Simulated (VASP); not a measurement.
A run of VASP 6.6.1 is set up as follows.

File INCAR:

```
SYSTEM = Cu
PREC = Accurate
ENCUT = 520
EDIFF = 1E-7
ISMEAR = 0
SIGMA = 0.15
LREAL = .False.
LASPH = .True.
NELM = 100
ALGO = Fast
ISIF = 2
LWAVE = .False.
LCHARG = .True.
GGA = PS
LELF = .True.
LVHAR = .True.
NBANDS = 18
```

Contents of KPOINTS:

```
Automatic mesh
0
Gamma
  24 24 12
  0 0 0
```

POSCAR

```
Cu
1.0
    2.5340966698      0.0000000000      0.0000000000
   -1.2670483349      2.1945920917      0.0000000000
    0.0000000000      0.0000000000      4.0714452900
Cu
2
Direct
    0.3333333333      0.6666666667      0.2500000000
    0.6666666667      0.3333333333      0.7500000000
```

Potentials or basis: VASP PAW PBE potentials, release 64 (Cu).

The run is started by

```sh
$ cat potpaw_PBE.64/Cu/POTCAR > POTCAR
$ mpirun -np 1 vasp_std > vasp.out
```

(1) Estimate the band gap on the k mesh.

(2) Predict the pressure.

## Answers

(1) zero (band 11 reaches 11.97 eV, above the bottom of band 12 at 5.93 eV).

(2) 0.8 GPa.

Caveat: the cell differs from its parent crystal (strain -0.0100 x Voigt [0, 0, 1, 0, 0, 0]); the PAW data sets were made with another functional, which shifts forces and pressure a little.
